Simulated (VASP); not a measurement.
## TiO2: relaxation of cell and atoms with PBE

The system is TiO2.

```xyz
6
Lattice="-1.8921 1.8921 4.7573 1.8921 -1.8921 4.7573 1.8921 1.8921 -4.7573" Properties=species:S:1:pos:R:3 pbc="T T T"
Ti    0.0000    0.0000    0.0000
Ti    0.0000    1.8921    2.3786
O     0.0000    0.0000    1.9800
O     0.0000    1.8921    4.3586
O     0.0000    1.8921    0.3987
O     0.0000    0.0000    7.5346
```

| Property | Result |
| --- | --- |
| Program | VASP 6.6.1 |
| Task | relaxation of cell and atoms |
| Functional | PBE |
| Potentials or basis | VASP PAW PBE potentials, release 64 (Ti_sv, O) |
| Cutoff | 600 eV |
| k mesh | 10 × 10 × 10 |
| Occupations | gaussian, width 0.02 eV |
| Spin | no spin polarisation |
| Dipole correction | no |
| Further INCAR settings | ALGO = Normal; EDIFF = 1e-07; IBRION = 2; EDIFFG = -0.01; NSW = 80; ISIF = 3 |

```
Relaxed volume                        : 11.69 Å³/atom
Relaxed cell                          : a = 5.548 Å, b = 5.548 Å, c = 5.548 Å, α = 139.93°, β = 139.93°, γ = 57.96°
Space group after relaxing (to 0.1 Å) : I4_1/amd (No. 141)
Energy gained by relaxing             : 5.7 meV/atom
Ionic steps                           : 11
Pressure after relaxing               : 0.0 GPa
Band gap on the k mesh                : 2.11 eV (least direct gap 2.40 eV)
```

Step by step:
```csv
step,energy change (eV),largest force (eV/Å),pressure (GPa),volume (Å³)
1,0.0000,0.1231,5.64,68.13
2,0.0178,0.3182,-6.24,72.14
3,-0.0307,0.0869,0.03,69.86
4,-0.0307,0.0830,0.14,69.83
5,-0.0317,0.0438,0.08,69.91
6,-0.0323,0.0127,-0.01,70.03
7,-0.0330,0.0080,-0.07,70.08
8,-0.0341,0.0044,-0.28,70.22
9,-0.0341,0.0071,-0.32,70.26
10,-0.0341,0.0082,0.25,70.08
11,-0.0342,0.0016,0.02,70.15
```

Final structure:
```
Ti O
1.0
    -1.90092    1.90092    4.85365
     1.90092   -1.90092    4.85365
     1.90092    1.90092   -4.85365
Ti O
2 4
Direct
  0.00000 0.00000 0.00000
  0.75000 0.25000 0.50000
  0.20649 0.20649 0.00000
  0.95649 0.45649 0.50000
  0.54351 0.04351 0.50000
  0.79351 0.79351 0.00000
```

Levels at points of the mesh, in eV from the valence-band top:
| k point | band 20 | band 21 | band 22 | band 23 | band 24 | band 25 | band 26 | band 27 | band 28 |
| --- | --- | --- | --- | --- | --- | --- | --- | --- | --- |
| (0.00, 0.00, 0.00) | -0.79 | -0.79 | -0.78 | -0.41 | -0.41 | 2.11 | 2.77 | 3.95 | 3.95 |
| (0.50, 0.00, 0.00) | -1.89 | -1.87 | -0.87 | -0.85 | -0.63 | 3.18 | 3.45 | 3.50 | 3.51 |
| (0.50, 0.50, 0.00) | -2.56 | -1.97 | -1.97 | -0.04 | -0.04 | 3.20 | 3.20 | 3.67 | 3.67 |
| (0.50, 0.50, 0.50) | -1.32 | -1.23 | -1.23 | -0.09 | -0.09 | 2.43 | 2.43 | 3.68 | 3.68 |

Wall time 32 min on 1 thread of AMD EPYC 9R45 96-Core Processor (Zen 5), with other jobs on the host, peak memory 0.44 GiB.

A k mesh can miss the band edges. Zero-point motion and thermal expansion aren't in these numbers.
